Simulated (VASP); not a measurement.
AlC:

```
CELL_PARAMETERS angstrom
2.97900 0.00000 0.00000
-1.48950 2.57989 0.00000
0.00000 0.00000 3.78126
ATOMIC_POSITIONS crystal
Al 0.00000 0.00000 0.50000
C 0.00000 0.00000 0.00000
```

The cell was built from a structure type or drawn by symmetry, and may not be a known phase.

* Program: VASP 6.6.1
* Task: relaxation of cell and atoms
* Functional: PBE
* Potentials or basis: VASP PAW PBE potentials, release 64 (Al, C)
* Cutoff: 600 eV
* k mesh: 24 × 24 × 14
* Occupations: gaussian, width 0.1 eV
* Spin: no spin polarisation

At the start: pressure -0.2 GPa; volume 14.53 Å³/atom.

Task: Where does the relaxation end?

Result: Over 9 steps the energy falls by 4.5 meV/atom and the volume is 13.87 Å³/atom (-4.6 %); space group P6/mmm (No. 191, to 0.1 Å) before and after.

Step by step:
| step | energy change (eV) | largest force (eV/Å) | pressure (GPa) | volume (Å³) |
| --- | --- | --- | --- | --- |
| 1 | 0.0000 | 0.0000 | -0.20 | 29.06 |
| 2 | -0.0030 | 0.0000 | -1.50 | 28.98 |
| 3 | -0.0031 | 0.0000 | -1.71 | 28.97 |
| 4 | -0.0053 | 0.0000 | -1.34 | 28.70 |
| 5 | -0.0085 | 0.0000 | -0.37 | 28.09 |
| 6 | -0.0049 | 0.0000 | 2.05 | 26.88 |
| 7 | -0.0089 | 0.0000 | 0.12 | 27.81 |
| 8 | -0.0089 | 0.0000 | 0.21 | 27.76 |
| 9 | -0.0090 | 0.0000 | 0.04 | 27.74 |

Final structure:
```xyz
2
Lattice="2.8893 0.0000 0.0000 -1.4446 2.5022 0.0000 0.0000 0.0000 3.8368" Properties=species:S:1:pos:R:3 pbc="T T T"
Al    0.0000    0.0000    1.9184
C     0.0000    0.0000    0.0000
```
